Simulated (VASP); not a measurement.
InP (zincblende type), 2 atoms in the cell. It takes space group F-43m (No. 216, cubic). Conventional cell: a = 5.960 Å, b = 5.960 Å, c = 5.960 Å, α = 90.00°, β = 90.00°, γ = 90.00°. In (site symmetry -43m) has 4 P at 2.58 Å within 3.4 Å. P (site symmetry -43m) has 4 In at 2.58 Å within 3.4 Å. 

- Program: VASP 6.6.1
- Task: single point
- Functional: LDA
- Potentials or basis: VASP PAW LDA potentials, release 64 (In_d, P)
- Cutoff: 520 eV
- k mesh: 12 × 12 × 12
- Occupations: fermi-dirac, width 0.08 eV
- Spin: no spin polarisation
- Dipole correction: no
- Further INCAR settings: ALGO = Normal; EDIFF = 1e-06; NBANDS = 16

Potentials or basis: VASP PAW LDA potentials, release 64 (In_d, P).

Command:

```console
$ cat potpaw_LDA.64/In_d/POTCAR potpaw_LDA.64/P/POTCAR > POTCAR
$ mpirun -np 1 vasp_std > vasp.out
```

Hardware: 1 thread of AMD EPYC 7R43 64-Core Processor (Zen 3) (shared host).

Q: Estimate the wall time of this run.

A: Run time: 50 s on 1 thread of AMD EPYC 7R43 64-Core Processor (Zen 3), on a shared host, peak memory 0.16 GiB. Counts: scf iterations 13, k points 72.
